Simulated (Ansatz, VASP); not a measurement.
## Two plane-wave programs on BN

```
B N
1.0
     2.51218    0.00000    0.00000
    -1.25609    2.17561    0.00000
     0.00000    0.00000    8.34369
B N
2 2
Cartesian
  0.0530 1.5034 2.0859
  1.3091 0.7782 6.2578
  0.0000 1.4504 6.2578
  1.2561 0.7252 2.0859
```

Change from the starting cell: all B atoms moved +0.075 Å, as atom 1 along Cartesian [1 1 0].

Alike in both runs: task single point; functional PBE; k mesh 12 × 12 × 4; occupations gaussian, width 0.05 eV; no spin polarisation.

```csv
,VASP,Ansatz
version,VASP 6.6.1,Ansatz 0.2.0
potentials or method,"VASP PAW PBE potentials, release 64 (B, N), cutoff 520 eV","scalar-relativistic, plane waves, PAW"
valence electrons in the cell,16,16
```

Ansatz gave:

| Quantity | Value |
| --- | --- |
| gap on the k mesh at the Fermi level (eV) | 4.30 |
| least direct gap on the mesh (eV) | 4.74 |
| pressure (GPa) | 1.7 |
| traceless stress, the component that is largest in VASP (GPa) | -1.65 |
| rms of the force components (eV/Å) | 1.770 |

**Question.** Which values does VASP return?

**Answer.** gap on the k mesh at the Fermi level (eV): 4.29; least direct gap on the mesh (eV): 4.73; pressure (GPa): 1.7; traceless stress, the component that is largest in VASP (GPa): -1.79; rms of the force components (eV/Å): 1.765.

Atom by atom the forces differ by 0.005 eV/Å (rms over components). The functional is the same, so the differences come from potentials, cutoffs and numerics.
